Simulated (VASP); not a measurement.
A run of VASP 6.6.1 is set up as follows.

Contents of INCAR:

```
PREC = Accurate ; ENCUT = 500
EDIFF = 1E-6 ; ISMEAR = 0
SIGMA = 0.1 ; LREAL = F
LASPH = T ; NELM = 120
ALGO = Normal ; ISIF = 2
LWAVE = F ; LCHARG = F
GGA = PE ; NBANDS = 12
GGA_COMPAT = F
```

The input KPOINTS:

```
regular mesh
0
Gamma
  10 10 10
```

The input POSCAR:

```
Zr
1.0
    0.0000000000      2.2646202716      2.2646202716
    2.2646202716      0.0000000000      2.2646202716
    2.2646202716      2.2646202716      0.0000000000
Zr
1
Direct
    0.8540000000      0.5210000000      0.1180000000
```

Potentials or basis: VASP PAW PBE potentials, release 64 (Zr_sv).

Command:

```console
$ cat potpaw_PBE.64/Zr_sv/POTCAR > POTCAR
$ mpirun -np 1 vasp_std > vasp.out
```

**Question.** What does it give for the band gap on the k mesh?

**Answer.** Zero (band 6 reaches 9.89 eV, above the bottom of band 7 at 8.63 eV).

**Question.** Predict the pressure.

**Answer.** 0.1 GPa.
